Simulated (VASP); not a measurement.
A run of VASP 6.6.1 is set up as follows.

File INCAR:

```
PREC     = Accurate       # precision mode
ENCUT    = 520            # plane-wave cutoff, eV
EDIFF    = 1E-6           # SCF threshold, eV
ISMEAR   = 0              # smearing method
SIGMA    = 0.15           # smearing width, eV
LREAL    = False          # projectors in reciprocal space
LASPH    = True           # aspherical terms in the spheres
NELM     = 150            # most SCF steps
ALGO     = Normal         # electronic algorithm
ISIF     = 2              # what is computed and relaxed
LWAVE    = False          # write WAVECAR
LCHARG   = False          # write CHGCAR
LMAXMIX  = 4              # l up to which the mixer works
LDAU     = True           # DFT+U
LDAUTYPE = 2            
LDAUL    = -1 2           # shell
LDAUU    = 0 2            # U, eV
LDAUJ    = 0 0          
LDAUPRINT= 1            
GGA      = PS             # functional
NBANDS   = 13             # bands
```

File KPOINTS:

```
Automatic mesh
0
Gamma
  16 16 16
```

The input POSCAR:

```
AlCo
1.0
    2.8194032100      0.0000000000      0.0000000000
    0.0000000000      2.8194032100      0.0000000000
    0.0000000000      0.0000000000      2.5938509532
Al Co
1 1
Direct
    0.0000000000      0.0000000000      0.0000000000
    0.5000000000      0.5000000000      0.5000000000
```

Potentials or basis: VASP PAW PBE potentials, release 64 (Al, Co).

Command:

```sh
$ cat potpaw_PBE.64/Al/POTCAR potpaw_PBE.64/Co/POTCAR > POTCAR
$ mpirun -np 1 vasp_std > vasp.out
```

(1) Predict the pressure.

(2) Estimate the band gap on the k mesh.

Results:

(1) 17.5 GPa.

(2) zero (bands 6 and 7 overlap by 2.85 eV).

Caveat: the stress differs along the axes, from 9 to 35 GPa; the PAW data sets were made with another functional, which shifts forces and pressure a little; the run has no spin polarisation, though such a crystal can be magnetic; U without spin polarisation on a metal has little footing; the U is typed as a test and isn't derived for this compound.
